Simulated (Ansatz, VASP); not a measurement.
## Two plane-wave programs on Mg3Te2O

```
CELL_PARAMETERS angstrom
7.04717 0.00000 0.00000
-3.52358 6.10303 0.00000
0.00000 0.00000 4.06990
ATOMIC_POSITIONS crystal
Mg 0.50000 0.00000 0.50000
Mg 0.50000 0.50000 0.50000
Mg 0.00000 0.50000 0.50000
Te 0.33333 0.66667 0.00000
Te 0.66667 0.33333 0.00000
O 0.00000 0.00000 0.00000
```

Change from the starting cell: species swapped into the LaGa3Pd2 type (P6/mmm, No. 191).

Alike in both runs: functional PBE; k mesh 3 × 3 × 3; occupations gaussian, width 0.15 eV; no spin polarisation.

Ansatz relaxed the structure, and its values are those at the end. VASP's run is a single point on that final structure, the one shown.

|  | VASP | Ansatz |
| --- | --- | --- |
| version | VASP 6.6.1 | Ansatz 0.2.0 |
| potentials or method | VASP PAW PBE potentials, release 64 (Mg, Te, O), cutoff 600 eV | scalar-relativistic, plane waves, PAW |
| valence electrons in the cell | 24 | 68 |

```csv
,VASP,Ansatz,Ansatz less VASP
gap on the k mesh at the Fermi level (eV),none,none,-
pressure (GPa),0.1,0.1,+0.03
```

A gap of «none» marks a metal or a gap that the smearing closes. With one functional, cell and mesh, what is left measures potentials, basis and numerics. VASP's potentials hold 24 valence electrons a cell and Ansatz's 68, so a difference there can come from the potentials and not from the codes.

The k mesh is coarse, so the values compare programs but aren't converged. Spin-orbit coupling is off throughout.
